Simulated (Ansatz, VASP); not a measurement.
# Two plane-wave programs on CdS

```
Cd S
1.0
     3.38691    0.00000    0.00000
     0.00000    3.38691    0.00000
     0.00000    0.00000    3.38691
Cd S
1 1
Direct
  0.00000 0.00000 0.00000
  0.50000 0.50000 0.50000
```

Alike in both runs: task single point; functional PBEsol; k mesh 6 × 6 × 6; occupations fermi-dirac, width 0.02 eV; no spin polarisation.

```csv
,VASP,Ansatz
version,VASP 6.6.1,Ansatz 0.2.0
potentials or method,"VASP PAW PBE potentials, release 64 (Cd, S)",plane waves
plane-wave cutoff (eV),500,420
valence electrons in the cell,18,26
```

Ansatz gave:

```
pressure (GPa) : -2.6
```

Q: What did VASP give for the same quantities?

A: Pressure (GPa): -2.2.

VASP's potentials were made for PBE, not for PBEsol. The functional is the same, so the differences come from potentials, cutoffs and numerics. VASP's potentials hold 18 valence electrons a cell and Ansatz's 26, so a difference there can come from the potentials and not from the codes.
